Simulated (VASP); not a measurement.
Set up this calculation in VASP 6.6.1, as the native input.

- Task: relaxation of cell and atoms
- Functional: PBE
- Potentials or basis: VASP PAW PBE potentials, release 64 (Nb_sv, N)
- Cutoff: 600 eV
- k mesh: 6 × 6 × 2
- Occupations: gaussian, width 0.2 eV
- Spin: no spin polarisation
- Dipole correction: no
- Further INCAR settings: ALGO = Normal; EDIFF = 1e-07; IBRION = 2; EDIFFG = -0.08; NSW = 36; ISIF = 3

The structure of Nb5N lies in POSCAR:

```
Nb5N
1.0
    3.0800000000      0.0000000000      0.0000000000
   -1.5400000000      2.6673582400      0.0000000000
    0.0000000000      0.0000000000     11.0000000000
Nb N
5 1
Direct
    0.3333333300      0.6666666700      0.1080000000
    0.6666666700      0.3333333300      0.8920000000
    0.6666666700      0.3333333300      0.3020000000
    0.3333333300      0.6666666700      0.6980000000
    0.0000000000      0.0000000000      0.5000000000
    0.0000000000      0.0000000000      0.0000000000
```

One way to write it, as run:

INCAR

```
ALGO     = Normal         # electronic algorithm
EDIFF    = 1E-7           # SCF threshold, eV
EDIFFG   = -0.08          # ionic threshold
ENCUT    = 600            # plane-wave cutoff, eV
GGA      = PE             # functional
IBRION   = 2              # ionic algorithm
ISIF     = 3              # what is computed and relaxed
ISMEAR   = 0              # smearing method
LASPH    = True           # aspherical terms in the spheres
LCHARG   = False          # write CHGCAR
LREAL    = False          # projectors in reciprocal space
LWAVE    = False          # write WAVECAR
NELM     = 60             # most SCF steps
NSW      = 36             # ionic steps
PREC     = Accurate       # precision mode
SIGMA    = 0.2            # smearing width, eV
```

KPOINTS

```
k-points
0
Gamma
  6 6 2
```

Potentials or basis: VASP PAW PBE potentials, release 64 (Nb_sv, N).

Run with:

```sh
$ cat potpaw_PBE.64/Nb_sv/POTCAR potpaw_PBE.64/N/POTCAR > POTCAR
$ mpirun -np 1 vasp_std > vasp.out
```

Results of the run:

| Item | Value |
| --- | --- |
| Relaxed volume | 16.26 Å³/atom |
| Relaxed cell | a = 3.131 Å, b = 3.131 Å, c = 11.490 Å, α = 90.00°, β = 90.00°, γ = 120.00° |
| Space group after relaxing (to 0.1 Å) | P-3m1 (No. 164) |
| Energy gained by relaxing | 104.7 meV/atom |
| Ionic steps | 9 |
| Pressure after relaxing | -0.3 GPa |
| Largest force after relaxing | 0.012 eV/Å |
| Band gap on the k mesh | zero (bands 35 and 36 overlap by 0.69 eV) |

Caveat: the k points lie up to 0.39 Å⁻¹ apart in the final cell, too coarse for converged energies and pressures of a metal.

Wall time 6.8 min on 1 thread of Intel(R) Xeon(R) 6975P-C (Granite Rapids), on a shared host, peak memory 0.28 GiB.
